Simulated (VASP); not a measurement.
A run of VASP 6.6.1 is set up as follows.

Contents of POSCAR:

```
KCl
1.0
    3.6633128774      0.0000000000      0.0000000000
    0.0000000000      3.6633128774      0.0000000000
    0.0000000000      0.0000000000      3.7711682906
K Cl
1 1
Direct
    0.0000000000      0.0000000000      0.0000000000
    0.5000000000      0.5000000000      0.5000000000
```

INCAR.step1

```
SYSTEM = KCl
  ALGO = Normal
  EDIFF = 1E-4
  ENCUT = 520
  GGA = PE
  ISMEAR = 0
  LASPH = .True.
  LCHARG = .False.
  LREAL = .False.
  LWAVE = .True.
  NBANDS = 15
  NELM = 100
  PREC = Accurate
  SIGMA = 0.01
```

Contents of INCAR.step2:

```
SYSTEM = KCl
  ALGO = Normal
  EDIFF = 1E-7
  ENCUT = 520
  ISIF = 2
  ISMEAR = 0
  ISTART = 1
  LASPH = .True.
  LCHARG = .False.
  LMIXTAU = .True.
  LREAL = .False.
  LWAVE = .False.
  METAGGA = R2SCAN
  NBANDS = 15
  NELM = 100
  PREC = Accurate
  SIGMA = 0.01
```

Contents of KPOINTS:

```
k-points
0
Gamma
  8 8 8
  0 0 0
```

Potentials or basis: VASP PAW PBE potentials, release 64 (K_sv, Cl).

Launch:

```sh
$ cat potpaw_PBE.64/K_sv/POTCAR potpaw_PBE.64/Cl/POTCAR > POTCAR
$ cp INCAR.step1 INCAR
$ mpirun -np 1 vasp_std > vasp.out
$ cp INCAR.step2 INCAR
$ mpirun -np 1 vasp_std > vasp.out
```

**Question.** What does it give for the pressure?

**Answer.** 1.5 GPa.

**Question.** What does it give for the band gap on the k mesh?

**Answer.** 6.03 eV, indirect (least direct gap 6.25 eV).

Stress tensor (GPa, compression positive):
```
1.98 0.00 0.00
0.00 1.98 0.00
0.00 0.00 0.52
```

Caveat: the cell differs from its parent crystal (biaxial xy strain -2.9%); the PAW data sets were made with another functional, which shifts forces and pressure a little. A k mesh can miss the band edges.
